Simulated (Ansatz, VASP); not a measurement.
# One calculation of BN, two programs

INCAR

```
SYSTEM = BN
ALGO = Normal ; EDIFF = 1E-6
ENCUT = 600 ; GGA = PE
GGA_COMPAT = .FALSE. ; ISIF = 2
ISMEAR = -1 ; LASPH = .TRUE.
LCHARG = .TRUE. ; LELF = .TRUE.
LREAL = .FALSE. ; LVHAR = .TRUE.
LWAVE = .FALSE. ; NBANDS = 11
NELM = 120 ; PREC = Accurate
SIGMA = 0.03
```

The input KPOINTS:

```
k-points
0
G
  16 16 16
  0 0 0
```

Contents of POSCAR:

```
BN
1.0
    0.0000000000      1.8123531719      1.8123531719
    1.8123531719      0.0000000000      1.8123531719
    1.8123531719      1.8123531719      0.0000000000
B N
1 1
Direct
    0.0318563737      0.0318563737      0.0318563737
    0.2500000000      0.2500000000      0.2500000000
```

Input for Ansatz:

```yaml
crystal:
  lattice:
    - [0.0, 1.8123531719, 1.8123531719]
    - [1.8123531719, 0.0, 1.8123531719]
    - [1.8123531719, 1.8123531719, 0.0]
  atoms:
    - { symbol: B, position: [0.0318563737, 0.0318563737, 0.0318563737] }
    - { symbol: "N", position: [0.25, 0.25, 0.25] }
kpoints:
  mp_grid: { grid: [16, 16, 16] }
scf:
  occupations: { method: fermi_dirac, width: 0.03 }
hamiltonian:
  xc: pbe
  pseudopotentials: { kind: all_electron, lapw: { basis_error: 0.00025 } }
output:
  forces: true
  stress: true
  eigenvalues: true
```

Alike in both runs: task single point; functional PBE; k mesh 16 × 16 × 16; occupations fermi-dirac, width 0.03 eV; no spin polarisation.

|  | VASP | Ansatz |
| --- | --- | --- |
| version | VASP 6.6.1 | Ansatz 0.2.0 |
| potentials or method | VASP PAW PBE potentials, release 64 (B, N), cutoff 600 eV | all-electron LAPW, scalar-relativistic |

Ansatz gave:

```
gap on the k mesh at the Fermi level (eV)                     : 3.17
pressure (GPa)                                                : 15.7
traceless stress, the component that is largest in VASP (GPa) : 12.43
rms of the force components (eV/Å)                            : 4.062
```

What did VASP give for the same quantities?

gap on the k mesh at the Fermi level (eV): 3.16; pressure (GPa): 15.6; traceless stress, the component that is largest in VASP (GPa): 12.56; rms of the force components (eV/Å): 4.070.

Atom by atom the forces differ by 0.007 eV/Å (rms over components). Ansatz ran all-electron here, and VASP with PAW potentials.
